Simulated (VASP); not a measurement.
# AlNi (zincblende type) (F-43m) in VASP: further runs

Runs on AlNi (zincblende type). Level: PBE. Tasks: relaxation of cell and atoms.

Everything below comes from runs of VASP 6.6.1. Logs are shortened: lines on timing, memory, paths and dates and some standing lists are left out, and cuts for length are marked.

## 1. The cell of the first run

Symmetry: F-43m, No. 216, cubic system. The conventional cell has a = 4.998 Å, b = 4.998 Å, c = 4.998 Å, α = 90.00°, β = 90.00°, γ = 90.00°. Ni (site symmetry -43m) has 4 Al at 2.16 Å within 2.9 Å. Al (site symmetry -43m) has 4 Ni at 2.16 Å within 2.9 Å.

## 2. Relaxation of cell and atoms, PBE, target pressure 9.3 GPa, at which the enthalpy is minimised

Input file INCAR:

```
SYSTEM = AlNi
ALGO     = Normal         ! electronic algorithm
EDIFF    = 1E-6           ! SCF threshold, eV
EDIFFG   = -0.005         ! ionic threshold
ENCUT    = 600            ! plane-wave cutoff, eV
GGA      = PE             ! functional
IBRION   = 2              ! ionic algorithm
ISIF     = 3              ! what is computed and relaxed
ISMEAR   = -1             ! smearing method
LASPH    = .TRUE.         ! aspherical terms in the spheres
LCHARG   = .FALSE.        ! write CHGCAR
LREAL    = .FALSE.        ! projectors in reciprocal space
LWAVE    = .FALSE.        ! write WAVECAR
NELM     = 80             ! most SCF steps
NSW      = 60             ! ionic steps
PREC     = Accurate       ! precision mode
PSTRESS  = 93.0         
SIGMA    = 0.05           ! smearing width, eV
```

Input file KPOINTS:

```
k-points
0
G
  12 12 12
  0 0 0
```

Input file POSCAR:

```
AlNi
1.0
    0.0000000000      2.4992223549      2.4992223549
    2.4992223549      0.0000000000      2.4992223549
    2.4992223549      2.4992223549      0.0000000000
Ni Al
1 1
Direct
    0.0000000000      0.0000000000      0.0000000000
    0.2500000000      0.2500000000      0.2500000000
```

Potentials or basis: VASP PAW PBE potentials, release 64 (Ni, Al).

Command:

```bash
> cat potpaw_PBE.64/Ni/POTCAR potpaw_PBE.64/Al/POTCAR > POTCAR
> mpirun -np 1 vasp_std > vasp.out
```

OUTCAR:

```text
SYSTEM = AlNi
   EDIFF = 1E-6
   EDIFFG = -0.005
   ENCUT = 600
   GGA = PE
   IBRION = 2
   ISIF = 3
   ISMEAR = -1
   LASPH = .TRUE.
   LREAL = .FALSE.
   NELM = 80
   NSW = 60
   PREC = Accurate
   PSTRESS = 93.0

 ion  position               nearest neighbor table
   1  0.000  0.000  0.000-   2 2.16   2 2.16   2 2.16   2 2.16
   2  0.250  0.250  0.250-   1 2.16   1 2.16   1 2.16   1 2.16

  LATTYP: Found a face centered cubic cell.
 ALAT       =     4.9984447098

  Lattice vectors:

 A1 = (   0.0000000000,   2.4992223549,   2.4992223549)
 A2 = (   2.4992223549,   0.0000000000,   2.4992223549)
 A3 = (   2.4992223549,   2.4992223549,   0.0000000000)

Analysis of symmetry for initial positions (statically):
=====================================================================
 Subroutine PRICEL returns:
 Original cell was already a primitive cell.

 Routine SETGRP: Setting up the symmetry group for a
 face centered cubic supercell.

 Subroutine GETGRP returns: Found 24 space group operations
 (whereof 24 operations were pure point group operations)
 out of a pool of 48 trial point group operations.

The static configuration has the point symmetry T_d .

Analysis of symmetry for dynamics (positions and initial velocities):
=====================================================================
 Subroutine PRICEL returns:
 Original cell was already a primitive cell.

 Routine SETGRP: Setting up the symmetry group for a
 face centered cubic supercell.

 Subroutine GETGRP returns: Found 24 space group operations
 (whereof 24 operations were pure point group operations)
 out of a pool of 48 trial point group operations.

The dynamic configuration has the point symmetry T_d .

 Subroutine INISYM returns: Found 24 space group operations
 (whereof 24 operations are pure point group operations),
 and found     1 'primitive' translations

----------------------------------------------------------------------------------------

                                     Primitive cell

  volume of cell :      31.2208

  direct lattice vectors                    reciprocal lattice vectors
     0.000000000  2.499222355  2.499222355    -0.200062231  0.200062231  0.200062231
     2.499222355  0.000000000  2.499222355     0.200062231 -0.200062231  0.200062231
     2.499222355  2.499222355  0.000000000     0.200062231  0.200062231 -0.200062231

  length of vectors
     3.534434150  3.534434150  3.534434150     0.346517949  0.346517949  0.346517949

  position of ions in fractional coordinates (direct lattice)
     0.000000000  0.000000000  0.000000000
     0.250000000  0.250000000  0.250000000

  ion indices of the primitive-cell ions
   primitive index   ion index
                 1           1
                 2           2

----------------------------------------------------------------------------------------

 KPOINTS: k-points

Automatic generation of k-mesh.
 Grid dimensions read from file:
 generate k-points for:   12   12   12

 Generating k-lattice:

  Cartesian coordinates                     Fractional coordinates (reciprocal lattice)
    -0.016671853  0.016671853  0.016671853     0.083333333  0.000000000  0.000000000
     0.016671853 -0.016671853  0.016671853     0.000000000  0.083333333  0.000000000
     0.016671853  0.016671853 -0.016671853     0.000000000  0.000000000  0.083333333

  Length of vectors
     0.028876496  0.028876496  0.028876496

  Shift w.r.t. Gamma in fractional coordinates (k-lattice)
     0.000000000  0.000000000  0.000000000

 Subroutine IBZKPT returns following result:
 ===========================================

 Found     72 irreducible k-points:

 Following reciprocal coordinates:
            Coordinates               Weight
  0.000000  0.000000  0.000000      1.000000
  0.083333  0.000000  0.000000      8.000000
  0.166667  0.000000  0.000000      8.000000
  0.250000  0.000000  0.000000      8.000000
  0.333333  0.000000  0.000000      8.000000
  0.416667  0.000000  0.000000      8.000000
[... 16 lines left out ...]
  0.500000  0.166667  0.000000     24.000000
 -0.416667  0.166667  0.000000     24.000000
 [... further k-points ...]
   k-points           NKPTS =     72   k-points in BZ     NKDIM =     72   number of bands    NBANDS=     10
   number of dos      NEDOS =    301   number of ions     NIONS =      2
   total plane-waves  NPLWV =  21952
   dimension x,y,z NGX =    28 NGY =   28 NGZ =   28
   dimension x,y,z NGXF=    56 NGYF=   56 NGZF=   56
   ions per type =               1   1
   NGX,Y,Z   is equivalent  to a cutoff of  13.17, 13.17, 13.17 a.u.
   NGXF,Y,Z  is equivalent  to a cutoff of  26.34, 26.34, 26.34 a.u.
 SYSTEM =  AlNi
   PREC   = accura    normal or accurate (medium, high low for compatibility)
   ISTART =      0    job   : 0-new  1-cont  2-samecut
   ICHARG =      2    charge: 1-file 2-atom 10-const
   ISPIN  =      1    spin polarized calculation?
   LNONCOLLINEAR =      F non collinear calculations
   LSORBIT =      F    spin-orbit coupling
   LASPH  =      T    aspherical Exc in radial PAW
   ENCUT  =  600.0 eV  44.10 Ry    6.64 a.u.   7.06  7.06  7.06*2*pi/ulx,y,z
   NELM   =     80;   NELMIN=  2; NELMDL= -5     # of ELM steps
   EDIFF  = 0.1E-05   stopping-criterion for ELM
   LREAL  =      F    real-space projection
   EDIFFG = -.5E-02   stopping-criterion for IOM
   NSW    =     60    number of steps for IOM
   IBRION =      2    ionic relax: 0-MD 1-quasi-New 2-CG
   NFREE  =      1    steps in history (QN), initial steepest desc. (CG)
   ISIF   =      3    stress and relaxation
   ISYM   =      2    0-nonsym 1-usesym 2-fastsym
   POTIM  = 0.5000    time-step for ionic-motion
   TEBEG  =    0.0;   TEEND  =   0.0 temperature during run
   PSTRESS=   93.0 pullay stress
   NELECT =      13.0000    total number of electrons
   NUPDOWN=      -1.0000    fix difference up-down
   EMIN   =  10.00;   EMAX   =-10.00  energy-range for DOS
   EFERMI =   0.00;   METHOD = LEGACY
   ISMEAR =    -1;   SIGMA  =   0.05  broadening in eV -4-tet -1-fermi 0-gaus
   EFERMI_NEDOS =   21; number of points for ismear=-14 and -15
   IALGO  =     38    algorithm
   IMIX   =      4    mixing-type and parameters
     AMIX     =   0.40;   BMIX     =  1.00
     AMIX_MAG =   1.60;   BMIX_MAG =  1.00
  volume/ion in A,a.u.               =      15.61       105.34
  Fermi-wavevector in a.u.,A,eV,Ry     =   1.222478  2.310148 20.333260  1.494452
  Thomas-Fermi vector in A             =   2.357623
   LORBIT       =      0    0 simple, 1 ext, 2 COOP (PROOUT), +10 PAW based schemes
   GGA     = PE    functional components
   LHFCALC =     F    Hartree Fock is set to
   AEXX    =    0.0000 exact exchange contribution
   IVDW    =     0    specifies the selected vdW correction
   LEPSILON=     F    determine dielectric tensor
   LRPA    =     F    only Hartree local field effects (RPA)
 conjugate gradient relaxation of ions
 non-spin polarized calculation
  energy-cutoff  :      600.00
  volume of cell :       31.22
 maximum number of plane-waves:      1056
   NGX = 15   NGY = 15   NGZ = 15

--------------------------------------- Ionic step        1  -------------------------------------------

 number of electron      13.0000000 magnetization

 Free energy of the ion-electron system (eV)
  ---------------------------------------------------
  ext. energy  EPLUGINS =         0.00000000
  ---------------------------------------------------
  free energy    TOTEN  =        -7.88195359 eV

  energy without entropy =       -7.87586814  energy(sigma->0) =       -7.87891087

------------------------ aborting loop because EDIFF is reached ----------------------------------------

  FORCE on cell =-STRESS in cart. coord.  units (eV):
  Direction    XX          YY          ZZ          XY          YZ          ZX
  --------------------------------------------------------------------------------------
  -------------------------------------------------------------------------------------
  Total        4.0468060      4.0468060      4.0468060     -0.0000000      0.0000000      0.0000000
  in kB      207.6721584    207.6721584    207.6721584     -0.0000000      0.0000000      0.0000000
  external PRESSURE =     114.6721584 kB  Pullay stress =      93.0000000 kB
[... 23 lines left out ...]
  enthalpy is  TOTEN    =        -6.0697080010 eV   P V=        1.8122455935

--------------------------------------- Ionic step        2  -------------------------------------------

 number of electron      12.9999999 magnetization

 E-fermi :   4.8195     XC(G=0):  -9.8579

 val. band max:        4.8167634869   @ k =  -0.3333   0.3333   0.0000
 cond. band min:       4.8221866761   @ k =  -0.2500   0.5000   0.2500
 fundamental gap:      0.0054231892
 Fermi energy:         4.8194550659

 k-point     1 :       0.0000    0.0000    0.0000
  band No.  band energies     occupation
      1      -3.1379      2.00000
      2       2.8262      2.00000
      3       2.8262      2.00000
      4       2.8262      2.00000
      5       3.4561      2.00000
      6       3.4561      2.00000
      7      11.9700      0.00000
      8      11.9700      0.00000
      9      11.9700      0.00000
     10      12.7528      0.00000
[... 366 lines left out ...]
  FREE ENERGIE OF THE ION-ELECTRON SYSTEM (eV)
  ---------------------------------------------------
  free  energy   TOTEN  =        -8.1670956936 eV

  energy  without entropy=       -8.1602838981  energy(sigma->0) =       -8.16368980

  enthalpy is  TOTEN    =        -6.1734154071 eV   P V=        1.9936802865

[... ionic steps 4 to 7 ...]

--------------------------------------- Ionic step        8  -------------------------------------------

 number of electron      13.0000010 magnetization

------------------------ aborting loop because EDIFF is reached ----------------------------------------

  FORCE on cell =-STRESS in cart. coord.  units (eV):
  Direction    XX          YY          ZZ          XY          YZ          ZX
  --------------------------------------------------------------------------------------
  -------------------------------------------------------------------------------------
  Total        2.0137351      2.0137351      2.0137351      0.0000000     -0.0000000     -0.0000000
  in kB       94.0899704     94.0899704     94.0899704      0.0000000     -0.0000000     -0.0000000
  external PRESSURE =       1.0899704 kB  Pullay stress =      93.0000000 kB
[... 61 lines left out ...]
  enthalpy is  TOTEN    =        -6.1734007342 eV   P V=        1.9904138839

--------------------------------------- Ionic step       10  -------------------------------------------

 number of electron      13.0000010 magnetization

 Free energy of the ion-electron system (eV)
  ---------------------------------------------------
  ext. energy  EPLUGINS =         0.00000000
  ---------------------------------------------------
  free energy    TOTEN  =        -8.16382795 eV

  energy without entropy =       -8.15703094  energy(sigma->0) =       -8.16042945

 E-fermi :   5.4034     XC(G=0): -10.1308

 val. band max:        5.3913313924   @ k =  -0.3333   0.3333   0.0000
 cond. band min:       5.4324299930   @ k =  -0.2500   0.5000   0.2500
 fundamental gap:      0.0410986006
 Fermi energy:         5.4033964524

 k-point     1 :       0.0000    0.0000    0.0000
  band No.  band energies     occupation
      1      -2.8779      2.00000
      2       3.2457      2.00000
      3       3.2457      2.00000
      4       3.2457      2.00000
      5       3.9056      2.00000
      6       3.9056      2.00000
      7      12.8367      0.00000
      8      12.8367      0.00000
      9      12.8367      0.00000
     10      13.7503      0.00000
[... 328 lines left out ...]
  FREE ENERGIE OF THE ION-ELECTRON SYSTEM (eV)
  ---------------------------------------------------
  free  energy   TOTEN  =        -8.1638279520 eV

  energy  without entropy=       -8.1570309417  energy(sigma->0) =       -8.16042945

  enthalpy is  TOTEN    =        -6.1734009419 eV   P V=        1.9904270101

 reached required accuracy - stopping structural energy minimisation
```

Wall time 3.1 min (1 thread of AMD EPYC 7R13, shared host); peak memory 0.16 GiB.

Results:

- Free energy: -8.1638 eV
- Relaxed volume: 17.15 Å³/atom
- Relaxed cell: a = 3.647 Å, b = 3.647 Å, c = 3.647 Å, α = 60.00°, β = 60.00°, γ = 60.00°
- Space group after relaxing (to 0.05 Å): F-43m (No. 216)
- Energy change on relaxing (the enthalpy is what falls): -140.9 meV/atom
- Ionic steps: 10
- Pressure after relaxing: 9.3 GPa

The path:
```tsv
step	energy change (eV)	largest force (eV/Å)	pressure (GPa)	volume (Å³)
1	0.0000	0.0000	20.77	31.22
2	-0.3720	0.0000	3.68	36.55
3	-0.2851	0.0000	9.13	34.35
4	-0.2814	0.0000	9.51	34.28
5	-0.2815	0.0000	9.46	34.28
6	-0.2818	0.0000	9.47	34.29
7	-0.2819	0.0000	9.37	34.29
8	-0.2819	0.0000	9.41	34.29
9	-0.2819	0.0000	9.39	34.29
10	-0.2819	0.0000	9.34	34.29
```

Final structure:
```
Ni Al
1.0
     0.00000    2.57858    2.57858
     2.57858    0.00000    2.57858
     2.57858    2.57858    0.00000
Ni Al
1 1
Cartesian
  0.0000 0.0000 0.0000
  1.2893 1.2893 1.2893
```

Caveat: the cell is relaxed towards a set pressure, so the enthalpy falls and the energy may rise.

## 3. Relaxation of cell and atoms, PBE, target pressure 9.3 GPa, at which the enthalpy is minimised

This run uses another cell than the first one, of 17.18 Å³/atom, 1.100 times its volume.

Input file INCAR:

```
PREC = Accurate
ENCUT = 600
EDIFF = 1E-7
ISMEAR = -1
SIGMA = 0.05
LREAL = False
LASPH = True
NELM = 80
ALGO = Normal
ISIF = 3
LWAVE = False
LCHARG = False
GGA = PE
IBRION = 2
NSW = 32
EDIFFG = -0.005
PSTRESS = 93.0
```

Input file KPOINTS:

```
regular mesh
0
Gamma
  12 12 12
```

Input file POSCAR:

```
AlNi
1.0
    0.0000000000      2.5801401854      2.5801401854
    2.5801401854      0.0000000000      2.5801401854
    2.5801401854      2.5801401854      0.0000000000
Ni Al
1 1
Direct
    0.0000000000      0.0000000000      0.0000000000
    0.2500000000      0.2500000000      0.2500000000
```

Potentials or basis: VASP PAW PBE potentials, release 64 (Ni, Al).

Command:

```bash
> cat potpaw_PBE.64/Ni/POTCAR potpaw_PBE.64/Al/POTCAR > POTCAR
> mpirun -np 1 vasp_std > vasp.out
```

Run time: 81 s. Hardware: 1 thread of AMD EPYC 7R13, shared host; peak memory 0.17 GiB.

It converged, with:

* Free energy: -8.1664 eV
* Relaxed volume: 17.16 Å³/atom
* Relaxed cell: a = 3.648 Å, b = 3.648 Å, c = 3.648 Å, α = 60.00°, β = 60.00°, γ = 60.00°
* Space group after relaxing (to 0.05 Å): F-43m (No. 216)
* Energy change on relaxing (the enthalpy is what falls): +0.9 meV/atom
* Ionic steps: 2
* Pressure after relaxing: 9.3 GPa

Step by step:
```
step  energy change (eV)  largest force (eV/Å)  pressure (GPa)  volume (Å³)
   1              0.0000                0.0000            9.24        34.35
   2              0.0018                0.0000            9.34        34.32
```

Final structure:
```
CELL_PARAMETERS angstrom
0.00000 2.57938 2.57938
2.57938 0.00000 2.57938
2.57938 2.57938 0.00000
ATOMIC_POSITIONS crystal
Ni 0.00000 0.00000 0.00000
Al 0.25000 0.25000 0.25000
```

Levels at points of the mesh, in eV from the Fermi level:
| k point | band 2 | band 3 | band 4 | band 5 | band 6 | band 7 | band 8 | band 9 | band 10 |
| --- | --- | --- | --- | --- | --- | --- | --- | --- | --- |
| (0.00, 0.00, 0.00) | -2.16 | -2.16 | -2.16 | -1.50 | -1.50 | 7.43 | 7.43 | 7.43 | 8.34 |
| (0.50, 0.00, 0.00) | -3.34 | -2.04 | -2.04 | -1.36 | -1.36 | -1.04 | 5.18 | 5.18 | 8.73 |
| (0.50, 0.50, 0.00) | -3.54 | -1.64 | -1.49 | -1.49 | -1.23 | -0.62 | 2.01 | 2.01 | 5.58 |

Caveat: the cell is relaxed towards a set pressure, so the enthalpy falls and the energy may rise.
